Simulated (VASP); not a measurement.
Set up this calculation in VASP 6.6.1, as the native input.

| Quantity | Value |
| --- | --- |
| Task | single point |
| Functional | LDA |
| Potentials or basis | VASP PAW LDA potentials, release 64 (Ta_pv, N) |
| Cutoff | 520 eV |
| k mesh | 9 × 9 × 8 |
| Occupations | gaussian, width 0.15 eV |
| Spin | no spin polarisation |
| Dipole correction | no |
| Further INCAR settings | ALGO = Normal; EDIFF = 1e-06; NBANDS = 50 |

The structure of Ta2N lies in POSCAR:

```
Ta2N
1.0
    5.1609728685      0.0000000000      0.0000000000
   -2.5804864342      4.4695336123      0.0000000000
    0.0000000000      0.0000000000      5.0128529472
Ta N
6 3
Direct
    0.6549760690      0.6549760690      0.7526041962
    0.0000000000      0.3450239310      0.7526041962
    0.3450239310      0.0000000000      0.7526041962
    0.3450239310      0.3450239310      0.2473958038
    0.0000000000      0.6549760690      0.2473958038
    0.6549760690      0.0000000000      0.2473958038
    0.6666666667      0.3333333333      0.5000000000
    0.3333333333      0.6666666667      0.5000000000
    0.0000000000      0.0000000000      0.0000000000
```

This cell differs from its parent crystal: c/a of the conventional cell at fixed volume 0.9713.

These files were run (other wordings do the same):

INCAR

```
PREC     = Accurate       # precision mode
ENCUT    = 520            # plane-wave cutoff, eV
EDIFF    = 1E-6           # SCF threshold, eV
ISMEAR   = 0              # smearing method
SIGMA    = 0.15           # smearing width, eV
LREAL    = F              # projectors in reciprocal space
LASPH    = T              # aspherical terms in the spheres
NELM     = 80             # most SCF steps
ALGO     = Normal         # electronic algorithm
ISIF     = 2              # what is computed and relaxed
LWAVE    = F              # write WAVECAR
LCHARG   = T              # write CHGCAR
GGA      = CA             # functional
LELF     = T              # ELF
LVHAR    = T            
NBANDS   = 50             # bands
```

KPOINTS

```
Automatic mesh
0
Gamma
  9 9 8
```

Potentials or basis: VASP PAW LDA potentials, release 64 (Ta_pv, N).

Launch:

```sh
$ cat potpaw_LDA.64/Ta_pv/POTCAR potpaw_LDA.64/N/POTCAR > POTCAR
$ mpirun -np 1 vasp_std > vasp.out
```

It gave:

| Property | Result |
| --- | --- |
| Pressure | 2.4 GPa |
| Largest force | 1.684 eV/Å |

Caveat: forces of over 1 eV/Å act on the atoms, so gaps and moduli don't describe the material at rest.

Run time: 3.6 min on 1 thread of Intel(R) Xeon(R) 6975P-C (Granite Rapids) (shared host), peak memory 0.43 GiB.
